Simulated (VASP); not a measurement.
Here is a VASP 6.6.1 calculation.

INCAR

```
  ALGO = Normal
  EDIFF = 1E-6
  ENCUT = 520
  GGA = PE
  ISIF = 2
  ISMEAR = 0
  LASPH = True
  LCHARG = True
  LELF = True
  LREAL = False
  LVHAR = True
  LWAVE = False
  NBANDS = 18
  NELM = 60
  PREC = Accurate
  SIGMA = 0.02
```

The input KPOINTS:

```
k-points
0
Gamma
  14 14 10
```

Contents of POSCAR:

```
PtSe2
1.0
    3.7515407336      0.0000000000      0.0000000000
   -1.8757703668      3.2489295786      0.0000000000
    0.0000000000      0.0000000000      6.5223392812
Pt Se
1 2
Direct
    0.0000000000      0.0000000000      0.0000000000
    0.3333333333      0.6666666667      0.2003404992
    0.6666666667      0.3333333333      0.7996595008
```

Potentials or basis: VASP PAW PBE potentials, release 64 (Pt, Se).

The run is started by

```sh
$ cat potpaw_PBE.64/Pt/POTCAR potpaw_PBE.64/Se/POTCAR > POTCAR
$ mpirun -np 1 vasp_std > vasp.out
```

(1) What does it give for the band gap on the k mesh?

(2) Estimate the pressure.

Results:

(1) 0.92 eV (least direct gap 1.06 eV).

(2) 0.0 GPa.

Caveat: spin-orbit coupling is left out, which moves the levels of the heavy elements; this functional lacks dispersion, which binds layers or chains, so the pressure and a relaxed spacing across them are unreliable.
